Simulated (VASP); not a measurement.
B4Pb5O11, 20 atoms in the cell. The cell holds a disordered packing, 20 atoms: a = 7.730 Å, b = 6.925 Å, c = 6.827 Å, α = 92.64°, β = 106.01°, γ = 90.31°. 

```yaml
Program: VASP 6.6.1
Task: single point
Functional: PBE
Potentials_or_basis: VASP PAW PBE potentials, release 64 (Pb_d, O, B)
Cutoff: 520 eV
k_mesh: 1 × 1 × 1, shifted
Occupations: gaussian, width 0.1 eV
Spin: no spin polarisation
Dipole_correction: no
Further_INCAR_settings: LREAL = Auto; ALGO = Normal; EDIFF = 1e-06; NBANDS = 90; ISYM = -1
```

Potentials or basis: VASP PAW PBE potentials, release 64 (Pb_d, O, B).

Command:

```console
$ cat potpaw_PBE.64/Pb_d/POTCAR potpaw_PBE.64/O/POTCAR potpaw_PBE.64/B/POTCAR > POTCAR
$ mpirun -np 1 vasp_std > vasp.out
```

Hardware: 1 thread of Intel(R) Xeon(R) Platinum 8488C (Sapphire Rapids), with other jobs on the host.

Task: Estimate the wall time of this run.

Result: It took 64 s on 1 thread of Intel(R) Xeon(R) Platinum 8488C (Sapphire Rapids), with other jobs on the host, peak memory 0.4 GiB. Counts: scf iterations 18, k points 1.
